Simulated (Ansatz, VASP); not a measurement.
BaTiO3: VASP beside Ansatz

INCAR

```
PREC = Accurate
ENCUT = 600
EDIFF = 1E-6
ISMEAR = 0
SIGMA = 0.01
LREAL = F
LASPH = T
NELM = 60
ALGO = Normal
ISIF = 3
LWAVE = F
LCHARG = F
GGA = PS
IBRION = 2
NSW = 80
EDIFFG = -0.01
```

The input KPOINTS:

```
Automatic mesh
0
Gamma
  6 6 6
```

POSCAR

```
BaTiO3
1.0
    2.8273666100      1.6323808700      2.3183934900
   -2.8273666100      1.6323808700      2.3183934900
    0.0000000000     -3.2647617400      2.3183934900
Ba Ti O
1 1 3
Direct
    0.0000000000      0.0000000000      0.0000000000
    0.4845000003      0.4845000003      0.4845000003
    0.5086000008      0.5086000008      0.0175000010
    0.0175000007      0.5086000000      0.5086000018
    0.5086000000      0.0175000007      0.5086000018
```

Input for Ansatz:

```yaml
crystal:
  lattice:
    - [2.82736661, 1.63238087, 2.31839349]
    - [-2.82736661, 1.63238087, 2.31839349]
    - [0.0, -3.26476174, 2.31839349]
  atoms:
    - { symbol: Ba, position: [0.0, 0.0, 0.0] }
    - { symbol: Ti, position: [0.48450000032853213, 0.48450000032853213, 0.48450000032853213] }
    - { symbol: O, position: [0.5086000007953776, 0.5086000007953776, 0.017500000952816338] }
    - { symbol: O, position: [0.01750000074752136, 0.5085999999796691, 0.5086000018163812] }
    - { symbol: O, position: [0.5085999999796691, 0.01750000074752136, 0.5086000018163812] }
kpoints:
  mp_grid:
    grid: [6, 6, 6]
hamiltonian:
  xc: pbesol
  dispersion: none
scf:
  convergence:
    dr2_threshold: 1.0e-10
  occupations:
    method: fixed
relax:
  cell: {}
```

Alike in both runs: task relaxation of cell and atoms; functional PBEsol; k mesh 6 × 6 × 6; no spin polarisation.

|  | VASP | Ansatz |
| --- | --- | --- |
| version | VASP 6.6.1 | Ansatz 0.2.0 |
| potentials or method | VASP PAW PBE potentials, release 64 (Ba_sv, Ti_sv, O) | plane waves, PAW |
| plane-wave cutoff (eV) | 600 | 420 |
| occupations | gaussian, width 0.01 eV | fixed |
| valence electrons in the cell | 40 | 40 |

Ansatz gave:

| Item | Value |
| --- | --- |
| relaxed volume (Å³/atom) | 12.69 |
| relaxed cell length with the largest relative difference (Å) | 3.989 |

Question: Which values does VASP return?

Answer: Relaxed volume (Å³/atom): 12.84; relaxed cell length with the largest relative difference (Å): 4.004.

VASP's potentials were made for PBE, not for PBEsol.

Spin-orbit coupling is off throughout.
